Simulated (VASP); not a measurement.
# CdSb2O4: single point with PBE

Crystal: CdSb2O4.

```
Cd Sb O
1.0
     7.16495    0.00000    0.00000
     0.00000   10.05044    0.00000
     0.00000    0.00000    3.39443
Cd Sb O
2 4 8
Direct
  0.50000 0.50000 0.00000
  0.00000 0.00000 0.00000
  0.11270 0.70600 0.50000
  0.88730 0.29400 0.50000
  0.61270 0.79400 0.50000
  0.38730 0.20600 0.50000
  0.69600 0.69009 0.00000
  0.30400 0.30991 0.00000
  0.60126 0.36086 0.50000
  0.39874 0.63914 0.50000
  0.19600 0.80991 0.00000
  0.80400 0.19009 0.00000
  0.89874 0.86086 0.50000
  0.10126 0.13914 0.50000
```

```
Program             : VASP 6.6.1
Task                : single point
Functional          : PBE
Potentials or basis : VASP PAW PBE potentials, release 64 (Cd, Sb, O)
Cutoff              : 520 eV
k mesh              : 4 × 4 × 8
Occupations         : gaussian, width 0.02 eV
Spin                : no spin polarisation
```

```json
{
  "Pressure": "0.0 GPa",
  "Largest force": "0.101 eV/Å",
  "Band gap on the k mesh": "2.27 eV (least direct gap 2.44 eV)"
}
```

Forces on the atoms (eV/Å):
```
Cd   0.000  0.000  0.000
Cd   0.000  0.000  0.000
Sb  -0.007 -0.028  0.000
Sb   0.007  0.028  0.000
Sb  -0.007  0.028  0.000
Sb   0.007 -0.028  0.000
O    0.028  0.021  0.000
O   -0.028 -0.021  0.000
O    0.024 -0.098  0.000
O   -0.024  0.098  0.000
O    0.028 -0.021  0.000
O   -0.028  0.021  0.000
O   -0.024 -0.098  0.000
O    0.024  0.098  0.000
```

Stress tensor (GPa, compression positive):
```
-0.27  0.00  0.00
 0.00  0.18  0.00
 0.00  0.00  0.01
```

Levels at points of the mesh, in eV from the valence-band top:
```tsv
k point	band 43	band 44	band 45	band 46	band 47	band 48	band 49	band 50
(0.00, 0.00, 0.00)	-0.59	-0.54	-0.48	-0.02	2.45	2.58	3.36	3.50
(0.50, 0.00, 0.00)	-0.55	-0.55	-0.34	-0.34	2.27	2.27	3.00	3.00
(0.00, 0.50, 0.00)	-0.54	-0.54	-0.28	-0.28	2.78	2.78	3.12	3.12
(0.50, 0.50, 0.00)	-0.55	-0.55	-0.42	-0.42	2.67	2.67	2.70	2.70
(0.00, 0.00, 0.50)	-0.40	-0.28	-0.27	-0.08	2.55	3.32	3.32	3.33
(0.50, 0.00, 0.50)	-0.76	-0.76	-0.20	-0.20	2.69	2.69	3.42	3.42
(0.00, 0.50, 0.50)	-0.57	-0.57	-0.19	-0.19	2.73	2.73	3.55	3.55
(0.50, 0.50, 0.50)	-0.58	-0.58	-0.41	-0.41	2.64	2.64	3.47	3.47
```

Wall time 6.7 min on 1 thread of Intel(R) Xeon(R) 6975P-C (Granite Rapids), on a shared host, peak memory 0.68 GiB.

Caveat: spin-orbit coupling is left out, which moves the levels of the heavy elements. A k mesh can miss the band edges.
